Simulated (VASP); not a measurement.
The system is ZnSe.

```
Zn Se
1.0
     0.00000    2.83244    2.83244
     2.83244    0.00000    2.83244
     2.83244    2.83244    0.00000
Zn Se
1 1
Direct
  0.00000 0.00000 0.00000
  0.25000 0.25000 0.25000
```

| Quantity | Value |
| --- | --- |
| Program | VASP 6.6.1 |
| Task | relaxation of cell and atoms |
| Functional | PBE |
| Potentials or basis | VASP PAW PBE potentials, release 64 (Zn, Se) |
| Cutoff | 600 eV |
| k mesh | 8 × 8 × 8 |
| Occupations | gaussian, width 0.02 eV |
| Spin | no spin polarisation |

At the start: pressure 2.4 GPa; volume 22.72 Å³/atom.

Problem. How do energy, volume and symmetry change on relaxing?

Solution. Over 8 steps the energy falls by 6.6 meV/atom and the volume is 23.64 Å³/atom (+4.0 %); space group F-43m (No. 216, to 0.1 Å) before and after.

The path:
```
step  energy change (eV)  largest force (eV/Å)  pressure (GPa)  volume (Å³)
   1              0.0000                0.0000            2.43        45.45
   2             -0.0123                0.0000           -0.57        47.75
   3             -0.0132                0.0000            0.11        47.25
   4             -0.0131                0.0000           -0.06        47.33
   5             -0.0132                0.0000           -0.02        47.29
   6             -0.0132                0.0000            0.02        47.27
   7             -0.0132                0.0000           -0.04        47.28
   8             -0.0132                0.0000           -0.01        47.27
```

Final structure:
```
Zn Se
1.0
     0.00000    2.86988    2.86988
     2.86988    0.00000    2.86988
     2.86988    2.86988    0.00000
Zn Se
1 1
Cartesian
  0.0000 2.8699 2.8699
  1.4349 1.4349 1.4349
```
